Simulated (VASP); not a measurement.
# Hf (P6/mmm) in VASP: notebook

The runs below take Hf through relaxation of cell and atoms, with PBEsol+D3(BJ).

Program: VASP 6.6.1. These are calculated values, not measurements. Logs are shortened: lines on timing, memory, paths and dates and some standing lists are left out, and cuts for length are marked.

### Step 1. The cell of the first run

The structure is hexagonal, space group P6/mmm (No. 191). The conventional cell has a = 4.962 Å, b = 4.962 Å, c = 3.086 Å, α = 90.00°, β = 90.00°, γ = 120.00°. Hf (site symmetry -6m2) has 11 Hf at 2.87 to 3.25 Å within 3.8 Å. Within 4.1 Å of Hf (site symmetry 6/mmm) lie 14 Hf at 3.09 to 3.25 Å.

This isn't the form of Hf at room conditions, which is hcp.

### Step 2. Relaxation of cell and atoms, PBEsol+D3(BJ), target pressure 50 GPa, at which the enthalpy is minimised

Contents of INCAR:

```
  PREC = Accurate
  ENCUT = 500
  EDIFF = 1E-7
  ISMEAR = 0
  SIGMA = 0.1
  LREAL = F
  LASPH = T
  NELM = 120
  ALGO = Normal
  ISIF = 3
  LWAVE = F
  LCHARG = F
  GGA = PS
  IVDW = 12
  IBRION = 2
  NSW = 100
  EDIFFG = -0.002
  PSTRESS = 500.0
  GGA_COMPAT = F
  NELMIN = 4
```

Contents of KPOINTS:

```
Automatic mesh
0
Gamma
  12 12 14
```

Contents of POSCAR:

```
Hf
1.0
    4.9623295440      0.0000000000      0.0000000000
   -2.4811647720      4.2975034470      0.0000000000
    0.0000000000      0.0000000000      3.0862322500
Hf
3
Direct
    0.6666666700      0.3333333300      0.5000000000
    0.3333333300      0.6666666700      0.5000000000
    0.0000000000      0.0000000000      0.0000000000
```

Potentials or basis: VASP PAW PBE potentials, release 64 (Hf_pv).

Run with:

```sh
$ cat potpaw_PBE.64/Hf_pv/POTCAR > POTCAR
$ mpirun -np 1 vasp_std > vasp.out
```

OUTCAR:

```text
PREC = Accurate
   ENCUT = 500
   EDIFF = 1E-7
   ISMEAR = 0
   LREAL = F
   LASPH = T
   NELM = 120
   ISIF = 3
   GGA = PS
   IVDW = 12
   IBRION = 2
   NSW = 100
   EDIFFG = -0.002
   PSTRESS = 500.0
   NELMIN = 4
 IVDW          = 12

 ion  position               nearest neighbor table
   1  0.667  0.333  0.500-   2 2.87   2 2.87   2 2.87   3 3.25   3 3.25   3 3.25   3 3.25   3 3.25
                             3 3.25
   2  0.333  0.667  0.500-   1 2.87   1 2.87   1 2.87   3 3.25   3 3.25   3 3.25   3 3.25   3 3.25
                             3 3.25
   3  0.000  0.000  0.000-   1 3.25   2 3.25   1 3.25   2 3.25   2 3.25   2 3.25   1 3.25   1 3.25
                             1 3.25   1 3.25   2 3.25   2 3.25

  LATTYP: Found a hexagonal cell.
 ALAT       =     4.9623295440
 C/A-ratio  =     0.6219321435

  Lattice vectors:

 A1 = (   4.9623295440,   0.0000000000,   0.0000000000)
 A2 = (  -2.4811647720,   4.2975034470,   0.0000000000)
 A3 = (   0.0000000000,   0.0000000000,   3.0862322500)

Analysis of symmetry for initial positions (statically):
=====================================================================
 Subroutine PRICEL returns:
 Original cell was already a primitive cell.

 Routine SETGRP: Setting up the symmetry group for a
 hexagonal supercell.

 Subroutine GETGRP returns: Found 24 space group operations
 (whereof 24 operations were pure point group operations)
 out of a pool of 24 trial point group operations.

The static configuration has the point symmetry D_6h.

Analysis of symmetry for dynamics (positions and initial velocities):
=====================================================================
 Subroutine PRICEL returns:
 Original cell was already a primitive cell.

 Routine SETGRP: Setting up the symmetry group for a
 hexagonal supercell.

 Subroutine GETGRP returns: Found 24 space group operations
 (whereof 24 operations were pure point group operations)
 out of a pool of 24 trial point group operations.

The dynamic configuration has the point symmetry D_6h.

 Subroutine INISYM returns: Found 24 space group operations
 (whereof 24 operations are pure point group operations),
 and found     1 'primitive' translations

----------------------------------------------------------------------------------------

                                     Primitive cell

  volume of cell :      65.8158

  direct lattice vectors                    reciprocal lattice vectors
[... 88 lines left out ...]
   NELM   =    120;   NELMIN=  4; NELMDL= -5     # of ELM steps
   EDIFF  = 0.1E-06   stopping-criterion for ELM
   LREAL  =      F    real-space projection
   EDIFFG = -.2E-02   stopping-criterion for IOM
   NSW    =    100    number of steps for IOM
   IBRION =      2    ionic relax: 0-MD 1-quasi-New 2-CG
   NFREE  =      1    steps in history (QN), initial steepest desc. (CG)
   ISIF   =      3    stress and relaxation
   ISYM   =      2    0-nonsym 1-usesym 2-fastsym
   POTIM  = 0.5000    time-step for ionic-motion
   TEBEG  =    0.0;   TEEND  =   0.0 temperature during run
   PSTRESS=  500.0 pullay stress
   NELECT =      30.0000    total number of electrons
   NUPDOWN=      -1.0000    fix difference up-down
   EMIN   =  10.00;   EMAX   =-10.00  energy-range for DOS
   EFERMI =   0.00;   METHOD = LEGACY
   ISMEAR =     0;   SIGMA  =   0.10  broadening in eV -4-tet -1-fermi 0-gaus
   EFERMI_NEDOS =   21; number of points for ismear=-14 and -15
   IALGO  =     38    algorithm
   IMIX   =      4    mixing-type and parameters
     AMIX     =   0.40;   BMIX     =  1.00
     AMIX_MAG =   1.60;   BMIX_MAG =  1.00
  volume/ion in A,a.u.               =      21.94       148.05
  Fermi-wavevector in a.u.,A,eV,Ry     =   1.259907  2.380879 21.597416  1.587365
  Thomas-Fermi vector in A             =   2.393443
   LORBIT       =      0    0 simple, 1 ext, 2 COOP (PROOUT), +10 PAW based schemes
   GGA     = PS    functional components
   LHFCALC =     F    Hartree Fock is set to
   AEXX    =    0.0000 exact exchange contribution
   IVDW    =    12    specifies the selected vdW correction
   LEPSILON=     F    determine dielectric tensor
   LRPA    =     F    only Hartree local field effects (RPA)
 conjugate gradient relaxation of ions
 non-spin polarized calculation
 Gauss-broadening in eV      SIGMA  =   0.10
  energy-cutoff  :      500.00
  volume of cell :       65.82
 maximum number of plane-waves:      1691
   NGX = 19   NGY = 19   NGZ = 11

--------------------------------------- Ionic step        1  -------------------------------------------

 number of electron      29.9999997 magnetization

 Free energy of the ion-electron system (eV)
  ---------------------------------------------------
  ext. energy  EPLUGINS =         0.00000000
  ---------------------------------------------------
  free energy    TOTEN  =       -31.39425045 eV

  energy without entropy =      -31.38172332  energy(sigma->0) =      -31.38798689

------------------------ aborting loop because EDIFF is reached ----------------------------------------

 Edisp (eV)   -1.56879

 E8    (eV) :    -1.1848
[... 34 lines left out ...]
--------------------------------------- Ionic step        2  -------------------------------------------

 number of electron      30.0000001 magnetization

 E-fermi :  21.9723     XC(G=0): -19.7373

 val. band max:       21.9347563014   @ k =   0.4167   0.1667   0.1429
 cond. band min:      21.9729806444   @ k =   0.3333   0.0833   0.5000
 fundamental gap:      0.0382243431
 Fermi energy:        21.9723403952

 k-point     1 :       0.0000    0.0000    0.0000
  band No.  band energies     occupation
      1     -23.0521      2.00000
      2     -23.0521      2.00000
      3     -21.2168      2.00000
      4     -21.2168      2.00000
      5     -10.2985      2.00000
      6      -2.1709      2.00000
[... 600 lines left out ...]
  energy  without entropy=      -33.0170404983  energy(sigma->0) =      -33.02292248

  enthalpy is  TOTEN    =       -14.4190127347 eV   P V=       18.6097917331

[... ionic steps 4 to 8 ...]

--------------------------------------- Ionic step        9  -------------------------------------------

 number of electron      29.9999997 magnetization

------------------------ aborting loop because EDIFF is reached ----------------------------------------
[... 81 lines left out ...]
--------------------------------------- Ionic step       11  -------------------------------------------

 number of electron      29.9999997 magnetization

 Free energy of the ion-electron system (eV)
  ---------------------------------------------------
  ext. energy  EPLUGINS =         0.00000000
  ---------------------------------------------------
  free energy    TOTEN  =       -29.08378755 eV

  energy without entropy =      -29.07348611  energy(sigma->0) =      -29.07863683

 E-fermi :   7.1489     XC(G=0): -13.0600

 val. band max:        7.1430210008   @ k =   0.3333   0.3333   0.2143
 cond. band min:       7.1520633448   @ k =   0.4167   0.0833   0.2143
 fundamental gap:      0.0090423440
 Fermi energy:         7.1489089494

 k-point     1 :       0.0000    0.0000    0.0000
  band No.  band energies     occupation
      1     -23.5130      2.00000
      2     -23.5130      2.00000
      3     -23.1115      2.00000
      4     -23.1115      2.00000
      5     -22.1912      2.00000
      6     -21.6103      2.00000
[... 557 lines left out ...]
  energy  without entropy=      -31.2447699326  energy(sigma->0) =      -31.24992065

  enthalpy is  TOTEN    =       -16.3861772188 eV   P V=       14.8688941477

 reached required accuracy - stopping structural energy minimisation
```

Wall time 30 min (1 thread of Oxide Virtual Turin-like, shared host); peak memory 0.28 GiB.

Results:

* Free energy: -31.2551 eV
* Relaxed volume: 15.88 Å³/atom
* Relaxed cell: a = 4.453 Å, b = 4.453 Å, c = 2.774 Å, α = 90.00°, β = 90.00°, γ = 120.00°
* Space group after relaxing (to 0.1 Å): P6/mmm (No. 191)
* Energy change on relaxing (the run minimises the enthalpy): +569.3 meV/atom
* Ionic steps: 11
* Pressure after relaxing: 50.0 GPa
* Band gap on the k mesh: zero (bands 15 and 16 overlap by 1.24 eV)
* Dispersion energy per atom: -0.724 eV

Step by step:
```csv
step,energy change (eV),largest force (eV/Å),pressure (GPa),volume (Å³)
1,0.0000,0.0000,-7.03,65.82
2,101.9424,0.0000,2557.91,15.93
3,-0.0658,0.0000,4.49,59.63
4,0.1702,0.0000,15.15,55.67
5,1.9440,0.0000,54.42,46.92
6,1.6840,0.0000,49.54,47.72
7,1.7858,0.0000,51.46,47.40
8,1.5265,0.0000,46.52,48.25
9,1.7073,0.0000,49.98,47.65
10,1.7081,0.0000,50.01,47.64
11,1.7080,0.0000,50.00,47.65
```

Final structure:
```cif
data_structure
_symmetry_space_group_name_H-M 'P 1'
_symmetry_Int_Tables_number 1
_cell_length_a 4.4532
_cell_length_b 4.4532
_cell_length_c 2.7743
_cell_angle_alpha 90.000
_cell_angle_beta 90.000
_cell_angle_gamma 120.000
_cell_volume 47.65
loop_
_atom_site_label
_atom_site_type_symbol
_atom_site_fract_x
_atom_site_fract_y
_atom_site_fract_z
_atom_site_occupancy
Hf1 Hf 0.66667 0.33333 0.50000 1
Hf2 Hf 0.33333 0.66667 0.50000 1
Hf3 Hf 0.00000 0.00000 0.00000 1
```

Levels at points of the mesh, in eV from the Fermi level:
| k point | band 11 | band 12 | band 13 | band 14 | band 15 | band 16 | band 17 | band 18 | band 19 |
| --- | --- | --- | --- | --- | --- | --- | --- | --- | --- |
| (0.00, 0.00, 0.00) | -3.89 | -0.63 | -0.38 | -0.38 | -0.27 | -0.27 | 1.29 | 2.62 | 2.62 |
| (0.50, 0.00, 0.00) | -4.55 | -4.41 | -1.09 | -1.05 | -0.72 | -0.12 | 1.13 | 1.63 | 3.07 |
| (0.00, 0.00, 0.50) | -4.21 | -2.92 | -2.91 | -2.91 | -1.58 | 1.70 | 1.70 | 3.05 | 3.05 |
| (0.50, 0.00, 0.50) | -3.60 | -3.18 | -2.48 | -1.20 | -0.49 | 0.18 | 1.38 | 2.38 | 2.71 |

Caveat: the cell is relaxed towards a set pressure, so the run minimises the enthalpy, not the energy; the volume moved by over 15 % at a fixed basis, so the end points are rough; the PAW data sets were made with another functional, which shifts forces and pressure a little; spin-orbit coupling is left out, which moves the levels of the heavy elements.

(Part 1 of 2 ends here.)
